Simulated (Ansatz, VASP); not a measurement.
# Two plane-wave programs on PbS

```
CELL_PARAMETERS angstrom
0.00000 2.89087 2.96500
2.89087 0.00000 2.96500
2.89087 2.89087 0.00000
ATOMIC_POSITIONS crystal
Pb 0.00000 0.00000 0.00000
S 0.50000 0.50000 0.50000
```

Change from the starting cell: strain -0.025 along x and y, +0.000 along z, atoms carried along.

Alike in both runs: task single point; functional PBEsol; k mesh 10 × 10 × 10; occupations gaussian, width 0.03 eV; no spin polarisation.

|  | VASP | Ansatz |
| --- | --- | --- |
| version | VASP 6.6.1 | Ansatz 0.2.0 |
| potentials or method | VASP PAW PBE potentials, release 64 (Pb_d, S), cutoff 520 eV | scalar-relativistic, plane waves, PAW |
| valence electrons in the cell | 20 | 20 |

VASP gave:

| Quantity | Value |
| --- | --- |
| gap on the k mesh at the Fermi level (eV) | 0.03 |
| least direct gap on the mesh (eV) | 0.03 |
| pressure (GPa) | 2.5 |
| traceless stress, the component that is largest in VASP (GPa) | -2.54 |

Q: Estimate Ansatz's values.

A: gap on the k mesh at the Fermi level (eV): 0.02; least direct gap on the mesh (eV): 0.02; pressure (GPa): 2.5; traceless stress, the component that is largest in VASP (GPa): -2.53.

VASP's potentials were made for PBE, not for PBEsol. The functional is the same, so the differences come from potentials, cutoffs and numerics.

Neither program's run includes spin-orbit coupling.
